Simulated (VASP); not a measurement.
# Si2GeN (Pmmm) in VASP: a series of runs, part 2 of 2

VASP 6.6.1. Earlier steps stand in the parts before.

### 4 Relaxation of cell and atoms, PBE

The input, INCAR:

```
PREC     = Accurate       # precision mode
ENCUT    = 600            # plane-wave cutoff, eV
EDIFF    = 1E-6           # SCF threshold, eV
ISMEAR   = 0              # smearing method
SIGMA    = 0.1            # smearing width, eV
LREAL    = False          # projectors in reciprocal space
LASPH    = True           # aspherical terms in the spheres
NELM     = 60             # most SCF steps
ALGO     = Normal         # electronic algorithm
ISIF     = 3              # what is computed and relaxed
LWAVE    = False          # write WAVECAR
LCHARG   = False          # write CHGCAR
GGA      = PE             # functional
IBRION   = 2              # ionic algorithm
NSW      = 90             # ionic steps
EDIFFG   = -0.04          # ionic threshold
```

The input, KPOINTS:

```
regular mesh
0
Gamma
  6 6 4
```

The input, POSCAR:

```
Si2GeN
1.0
    2.9666532500      0.0000000000      0.0000000000
    0.0000000000      3.5327671200      0.0000000000
    0.0000000000      0.0000000000      5.6924004300
Si Ge N
2 1 1
Direct
    0.0000000000      0.5000000000      0.2708497900
    0.0000000000      0.5000000000      0.7291502100
    0.5000000000      0.5000000000      0.5000000000
    0.0000000000      0.0000000000      0.0000000000
```

Run with:

```bash
$ cat potpaw_PBE.64/Si/POTCAR potpaw_PBE.64/Ge_d/POTCAR potpaw_PBE.64/N/POTCAR > POTCAR
$ mpirun -np 1 vasp_std > vasp.out
```

It took 3.6 min on 1 thread of Intel Xeon 6975P-C (Granite Rapids), shared host; peak memory 0.23 GiB.

It converged, with:

| Item | Value |
| --- | --- |
| Free energy | -22.7616 eV |
| Relaxed volume | 15.61 Å³/atom |
| Relaxed cell | a = 4.019 Å, b = 2.662 Å, c = 5.837 Å, α = 90.00°, β = 90.00°, γ = 90.00° |
| Space group after relaxing (to 0.1 Å) | Pmmm (No. 47) |
| Pressure after relaxing | 0.1 GPa |
| Largest force after relaxing | 0.028 eV/Å |
| Band gap on the k mesh | zero (an odd number of electrons rules out a gap without spin polarisation) |

Forces on the atoms (eV/Å):
```
Si   0.000  0.000  0.028
Si   0.000  0.000 -0.028
Ge   0.000  0.000  0.000
N    0.000  0.000  0.000
```

Stress tensor (GPa, compression positive):
```
-0.15  0.00  0.00
 0.00  0.31  0.00
 0.00  0.00  0.01
```

Final structure:
```
Si Ge N
1.0
     4.01926    0.00000    0.00000
     0.00000    2.66225    0.00000
     0.00000    0.00000    5.83705
Si Ge N
2 1 1
Cartesian
  0.0000 1.3311 1.3474
  0.0000 1.3311 4.4896
  2.0096 1.3311 2.9185
  0.0000 0.0000 0.0000
```

Levels at points of the mesh, in eV from the Fermi level:
| k point | band 9 | band 10 | band 11 | band 12 | band 13 | band 14 | band 15 | band 16 | band 17 |
| --- | --- | --- | --- | --- | --- | --- | --- | --- | --- |
| (0.00, 0.00, 0.00) | -6.05 | -4.41 | -3.87 | -3.31 | -2.61 | -0.43 | 0.13 | 2.78 | 5.04 |
| (0.50, 0.00, 0.00) | -9.16 | -5.99 | -4.91 | -4.39 | -1.82 | 1.94 | 3.25 | 4.37 | 6.33 |
| (0.00, 0.50, 0.00) | -8.04 | -5.24 | -5.14 | -3.41 | -1.33 | 1.34 | 1.50 | 2.05 | 2.60 |
| (0.50, 0.50, 0.00) | -6.93 | -5.50 | -4.58 | -3.78 | -2.90 | -2.39 | -1.75 | 1.26 | 2.90 |
| (0.00, 0.00, 0.50) | -7.00 | -5.70 | -4.40 | -3.91 | -1.91 | 0.88 | 1.94 | 3.29 | 3.38 |
| (0.50, 0.00, 0.50) | -7.37 | -6.35 | -5.34 | -4.39 | -2.38 | 0.87 | 3.77 | 5.42 | 6.97 |
| (0.00, 0.50, 0.50) | -8.61 | -4.10 | -3.39 | -3.12 | -0.99 | -0.82 | -0.70 | 1.05 | 2.70 |
| (0.50, 0.50, 0.50) | -6.84 | -6.60 | -3.96 | -3.79 | -2.59 | -1.06 | -0.31 | -0.19 | 1.27 |

Caveat: a cell axis changed by over 15 % at a fixed basis, so the end point is rough.

### 5 Single point, PBE

This run uses another cell than the first one, of 15.96 Å³/atom.

The input, INCAR:

```
SYSTEM = Si2GeN
ALGO = Normal
EDIFF = 1E-7
ENCUT = 520
GGA = PE
ISIF = 2
ISMEAR = 0
LASPH = .TRUE.
LCHARG = .FALSE.
LREAL = .FALSE.
LWAVE = .FALSE.
NBANDS = 22
NELM = 80
PREC = Accurate
SIGMA = 0.1
```

The input, KPOINTS:

```
k-points
0
G
  18 12 8
  0 0 0
```

The input, POSCAR:

```
Si2GeN
1.0
    2.6685828764      0.0000000000      0.0000000000
    0.0000000000      4.1554948170      0.0000000000
    0.0000000000      0.0000000000      5.7572968653
Si Ge N
2 1 1
Direct
    0.5000000000      0.0000000000      0.2333681997
    0.5000000000      0.0000000000      0.7666318003
    0.5000000000      0.5000000000      0.5000000000
    0.0000000000      0.0000000000      0.0000000000
```

Potentials or basis: VASP PAW PBE potentials, release 64 (Si, Ge_d, N).

Run with:

```bash
$ cat potpaw_PBE.64/Si/POTCAR potpaw_PBE.64/Ge_d/POTCAR potpaw_PBE.64/N/POTCAR > POTCAR
$ mpirun -np 1 vasp_std > vasp.out
```

OUTCAR:

```text
SYSTEM = Si2GeN
   EDIFF = 1E-7
   ENCUT = 520
   GGA = PE
   ISIF = 2
   ISMEAR = 0
   LASPH = .TRUE.
   LREAL = .FALSE.
   NELM = 80
   PREC = Accurate

 ion  position               nearest neighbor table
   1  0.500  0.000  0.233-   4 1.89   4 1.89   3 2.58   3 2.58   2 2.69   2 3.07
   2  0.500  0.000  0.767-   4 1.89   4 1.89   3 2.58   3 2.58   1 2.69   1 3.07
   3  0.500  0.500  0.500-   1 2.58   2 2.58   1 2.58   2 2.58
   4  0.000  0.000  0.000-   1 1.89   2 1.89   1 1.89   2 1.89

  LATTYP: Found a simple orthorhombic cell.
[... 794 lines left out ...]
     22      16.2071      0.00000

 [... further k-points ...]
[... 5 lines left out ...]
  --------------------------------------------------------------------------------------
  -------------------------------------------------------------------------------------
  Total       -0.0127391     -0.0124200     -0.0424058      0.0000000      0.0000000      0.0000000
  in kB       -0.3196888     -0.3116818     -1.0641775      0.0000000      0.0000000      0.0000000
  external PRESSURE =      -0.5651827 kB  Pullay stress =       0.0000000 kB

 VOLUME and BASIS-vectors are now :
 -----------------------------------------------------------------------------
  energy-cutoff  :      520.00
  volume of cell :       63.84
      direct lattice vectors                 reciprocal lattice vectors
     2.668582876  0.000000000  0.000000000     0.374730727  0.000000000  0.000000000
     0.000000000  4.155494817  0.000000000     0.000000000  0.240645229  0.000000000
     0.000000000  0.000000000  5.757296865     0.000000000  0.000000000  0.173692624

 POSITION                                       TOTAL-FORCE (eV/Angst)
 -----------------------------------------------------------------------------------
      1.33429      0.00000      1.34357         0.000000     -0.000000     -0.019925
      1.33429      0.00000      4.41373        -0.000000      0.000000      0.019925
      1.33429      2.07775      2.87865         0.000000      0.000000      0.000000
      0.00000      0.00000      0.00000         0.000000      0.000000      0.000000
 -----------------------------------------------------------------------------------
    total drift:                               -0.000000      0.000000      0.000000

  FREE ENERGIE OF THE ION-ELECTRON SYSTEM (eV)
  ---------------------------------------------------
  free  energy   TOTEN  =       -22.7672166081 eV

  energy  without entropy=      -22.7614398221  energy(sigma->0) =      -22.76432822
```

stdout:

```text
POSCAR found type information on POSCAR SiGeN
 POSCAR found :  3 types and       4 ions
 scaLAPACK will be used
 LDA part: xc-table for (Slater+PW92), standard interpolation
 POSCAR, INCAR and KPOINTS ok, starting setup
 FFT: planning ... GRIDC
 FFT: planning ... GRID_SOFT
 FFT: planning ... GRID
 WAVECAR not read
 entering main loop
```

Run time: 3 min. Hardware: 1 thread of Intel Xeon 6975P-C (Granite Rapids), shared host; peak memory 0.55 GiB.

Results:

```
Free energy            : -22.7672 eV
Pressure               : -0.1 GPa
Largest force          : 0.020 eV/Å
Band gap on the k mesh : zero (an odd number of electrons rules out a gap without spin polarisation)
```

Forces on the atoms (eV/Å):
```
Si   0.000  0.000 -0.020
Si   0.000  0.000  0.020
Ge   0.000  0.000  0.000
N    0.000  0.000  0.000
```

Levels at points of the mesh, in eV from the Fermi level:
```tsv
k point	band 10	band 11	band 12	band 13	band 14	band 15	band 16	band 17
(0.00, 0.00, 0.00)	-4.23	-3.60	-3.43	-2.59	-0.36	0.49	2.75	5.28
(0.50, 0.00, 0.00)	-4.96	-4.71	-3.28	-1.38	1.04	1.22	2.49	2.67
(0.00, 0.50, 0.00)	-5.69	-4.50	-4.22	-1.42	2.27	3.50	4.38	6.51
(0.50, 0.50, 0.00)	-5.31	-4.37	-3.53	-2.70	-2.25	-1.34	1.60	3.26
(0.00, 0.00, 0.50)	-5.60	-4.23	-3.98	-2.22	0.87	2.06	3.59	3.80
(0.50, 0.00, 0.50)	-3.85	-3.26	-2.63	-1.04	-0.68	-0.42	1.07	2.60
(0.00, 0.50, 0.50)	-6.08	-5.00	-4.21	-2.03	1.25	3.88	5.80	6.25
(0.50, 0.50, 0.50)	-6.44	-3.70	-3.64	-2.22	-0.72	-0.15	0.11	1.60
```

### 6 The runs side by side

```csv
task,cell,k mesh,cutoff (eV),gap on the mesh (eV),pressure (GPa),largest force (eV/Å)
single point,"a = 2.967, b = 3.533, c = 5.692 Å, 4 atoms, atomic positions A",6 × 6 × 4,520,none,45.5,11.52
single point,"a = 4.167, b = 2.667, c = 5.733 Å, 4 atoms, atomic positions B",6 × 6 × 4,520,none,-0.1,0.03
relaxation of cell and atoms,"relaxed from a = 2.967, b = 3.533, c = 5.692 Å, 4 atoms, atomic positions A",6 × 6 × 4,600,none,0.1,0.03
single point,"a = 2.669, b = 4.155, c = 5.757 Å, 4 atoms, atomic positions C",18 × 12 × 8,520,none,-0.1,0.02
```

Alike in all rows: level PBE; potentials or basis VASP PAW PBE potentials, release 64 (Si, Ge_d, N); no spin polarisation; smearing gaussian 0.1 eV.

Caveats: some runs use coarse meshes; the stress differs along the axes, from -22 to 110 GPa (at least some runs); forces of over 1 eV/Å act on the atoms, so gaps and moduli don't describe the material at rest (at least some runs); a cell axis changed by over 15 % at a fixed basis, so the end point is rough (at least some runs).

Absolute energies hang on the potentials; compare differences alone.
